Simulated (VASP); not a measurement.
## Ga: relaxation of cell and atoms with PBEsol

Ga:

```xyz
4
Lattice="2.2615 -3.8305 0.0000 2.2615 3.8305 0.0000 0.0000 0.0000 4.5240" Properties=species:S:1:pos:R:3 pbc="T T T"
Ga    2.2615    1.1867    1.8956
Ga    2.2615    2.6438    4.1576
Ga    2.2615   -1.1867    2.6284
Ga    2.2615   -2.6438    0.3664
```

| Quantity | Value |
| --- | --- |
| Program | VASP 6.6.1 |
| Task | relaxation of cell and atoms |
| Functional | PBEsol |
| Potentials or basis | VASP PAW PBE potentials, release 64 (Ga_d) |
| Cutoff | 600 eV |
| k mesh | 7 × 7 × 6 |
| Occupations | fermi-dirac, width 0.05 eV |
| Spin | no spin polarisation |
| Target pressure | 10 GPa |
| Dipole correction | no |
| Further INCAR settings | ALGO = Fast; EDIFF = 1e-07; IBRION = 2; EDIFFG = -0.01; NSW = 60; ISIF = 3 |

```json
{
  "Relaxed volume": "16.88 Å³/atom",
  "Relaxed cell": "a = 4.237 Å, b = 4.237 Å, c = 4.339 Å, α = 90.00°, β = 90.00°, γ = 119.90°",
  "Space group after relaxing (to 0.05 Å)": "Cmce (No. 64)",
  "Energy change on relaxing (the enthalpy is what falls)": "+54.9 meV/atom",
  "Ionic steps": "17",
  "Pressure after relaxing": "9.9 GPa",
  "Largest force after relaxing": "0.007 eV/Å",
  "Band gap on the k mesh": "zero (band 26 reaches 6.80 eV, above the bottom of band 27 at 5.61 eV)"
}
```

Forces in eV/Å, atoms in the order of the input:
```
Ga   0.000  0.000 -0.007
Ga   0.000  0.000 -0.007
Ga   0.000  0.000  0.007
Ga   0.000  0.000  0.007
```

Step by step:
```csv
step,energy change (eV),largest force (eV/Å),pressure (GPa),volume (Å³)
1,0.0000,0.1190,-1.55,78.38
2,0.5746,0.1030,17.84,63.42
3,0.2254,0.0633,9.99,67.51
4,0.2385,0.0638,10.34,67.30
5,0.2368,0.0612,10.35,67.29
6,0.2370,0.0724,10.37,67.28
7,0.2125,0.0196,9.73,67.65
8,0.2161,0.0132,9.88,67.60
9,0.2155,0.0130,9.87,67.61
10,0.2209,0.0168,10.03,67.52
11,0.2215,0.0176,10.03,67.51
12,0.2229,0.0193,10.06,67.48
13,0.2219,0.0052,10.04,67.50
14,0.2218,0.0047,10.05,67.50
15,0.2181,0.0049,9.90,67.56
16,0.2189,0.0071,9.91,67.55
17,0.2198,0.0071,9.94,67.53
```

Final structure:
```yaml
crystal:
  lattice:
    - [2.12190, -3.66766, 0.00000]
    - [2.12190, 3.66766, 0.00000]
    - [0.00000, 0.00000, 4.33882]
  atoms:
    - { symbol: Ga, position: [0.34508, 0.65492, 0.41692] }
    - { symbol: Ga, position: [0.15492, 0.84508, 0.91692] }
    - { symbol: Ga, position: [0.65492, 0.34508, 0.58308] }
    - { symbol: Ga, position: [0.84508, 0.15492, 0.08308] }
```

Levels at points of the mesh, in eV from the Fermi level:
```csv
k point,band 24,band 25,band 26,band 27,band 28,band 29
"(0.00, 0.00, 0.00)",-2.02,-1.20,-1.14,0.92,0.98,1.03
"(0.00, 0.00, 0.50)",-0.11,-0.02,-0.02,0.60,0.60,2.13
```

It took 13 min on 1 thread of Intel(R) Xeon(R) 6975P-C (Granite Rapids), with other jobs on the host, peak memory 0.31 GiB.

Caveat: the cell is relaxed towards a set pressure, so the enthalpy falls and the energy may rise; the PAW data sets were made with another functional, which shifts forces and pressure a little.
